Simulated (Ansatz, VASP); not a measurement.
## H3PtC3 in VASP and in Ansatz

The input INCAR:

```
SYSTEM = H3PtC3
PREC = Accurate
ENCUT = 600
EDIFF = 1E-6
ISMEAR = 0
SIGMA = 0.1
LREAL = .False.
LASPH = .True.
NELM = 80
ALGO = Normal
ISIF = 3
LWAVE = .False.
LCHARG = .False.
GGA = PE
IBRION = 2
NSW = 90
EDIFFG = -0.04
```

File KPOINTS:

```
regular mesh
0
Gamma
  4 4 4
  0 0 0
```

POSCAR

```
H3PtC3
1.0
    4.3330292300      0.0000000000      0.0000000000
    0.0000000000      4.3330292300      0.0000000000
    0.0000000000      0.0000000000      4.3330292300
H Pt C
3 1 3
Direct
    0.5000000000      0.0000000000      0.0000000000
    0.0000000000      0.5000000000      0.0000000000
    0.0000000000      0.0000000000      0.5000000000
    0.5000000000      0.5000000000      0.5000000000
    0.5000000000      0.5000000000      0.0000000000
    0.0000000000      0.5000000000      0.5000000000
    0.5000000000      0.0000000000      0.5000000000
```

Input for Ansatz:

```yaml
crystal:
  lattice:
    - [4.33302923, 0.0, 0.0]
    - [0.0, 4.33302923, 0.0]
    - [0.0, 0.0, 4.33302923]
  atoms:
    - { symbol: H, position: [0.5, 0.0, 0.0] }
    - { symbol: H, position: [0.0, 0.5, 0.0] }
    - { symbol: H, position: [0.0, 0.0, 0.5] }
    - { symbol: Pt, position: [0.5, 0.5, 0.5] }
    - { symbol: C, position: [0.5, 0.5, 0.0] }
    - { symbol: C, position: [0.0, 0.5, 0.5] }
    - { symbol: C, position: [0.5, 0.0, 0.5] }
basis:
  ecutwfc: 420
kpoints:
  mp_grid: { grid: [4, 4, 4] }
hamiltonian:
  xc: pbe
scf:
  occupations: { method: gaussian, width: 0.1 }
  lower_state_search: "off"
output:
  forces: true
  stress: true
  eigenvalues: true
relax:
  adjacent_minimum: "off"
  f_tol: 0.04
  max_steps: 70
  cell: { stress_tol: 0.4 }
```

Change from the starting cell: species swapped into the La3GaBr3 type (Pm-3m, No. 221).

Alike in both runs: task relaxation of cell and atoms; functional PBE; k mesh 4 × 4 × 4; occupations gaussian, width 0.1 eV; no spin polarisation.

|  | VASP | Ansatz |
| --- | --- | --- |
| version | VASP 6.6.1 | Ansatz 0.2.0 |
| potentials or method | VASP PAW PBE potentials, release 64 (H, Pt, C), cutoff 600 eV | scalar-relativistic, plane waves, PAW |
| valence electrons in the cell | 25 | 33 |

VASP gave:

| Quantity | Value |
| --- | --- |
| gap on the k mesh at the Fermi level, each at its own relaxed structure (eV) | none |
| relaxed volume (Å³/atom) | 9.06 |
| relaxed cell length with the largest relative difference (Å) | 3.988 |

Q: What did Ansatz give for the same quantities?

A: gap on the k mesh at the Fermi level, each at its own relaxed structure (eV): none; relaxed volume (Å³/atom): 9.07; relaxed cell length with the largest relative difference (Å): 3.989.

A gap of «none» marks a metal or a gap that the smearing closes. VASP's potentials hold 25 valence electrons a cell and Ansatz's 33, so a difference there can come from the potentials and not from the codes.

The k mesh is coarse, so the values compare programs but aren't converged. Neither program's run includes spin-orbit coupling. Noted on VASP's run: the volume moved by over 15 % at a fixed basis, so the end points are rough.
